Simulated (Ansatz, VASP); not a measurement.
## BeS: VASP beside Ansatz

```
Be S
1.0
     0.00000    2.48670    2.48670
     2.48670    0.00000    2.48670
     2.48670    2.48670    0.00000
Be S
1 1
Cartesian
  0.0000 0.0000 0.0000
  3.7300 3.7300 3.7300
```

Alike in both runs: task single point; functional revPBE; k mesh 8 × 8 × 8; occupations gaussian, width 0.05 eV; no spin polarisation.

```csv
,VASP,Ansatz
version,VASP 6.6.1,Ansatz 0.2.0
potentials or method,"VASP PAW PBE potentials, release 64 (Be, S), cutoff 600 eV","scalar-relativistic, plane waves, PAW"
valence electrons in the cell,8,8
```

```tsv
	VASP	Ansatz	Ansatz less VASP
gap on the k mesh at the Fermi level (eV)	3.35	3.36	+0.005
least direct gap on the mesh (eV)	5.38	5.38	+0.004
pressure (GPa)	-3.2	-3.2	0.00
```

VASP's potentials were made for PBE, not for revPBE. With one functional, cell and mesh, what is left measures potentials, basis and numerics.
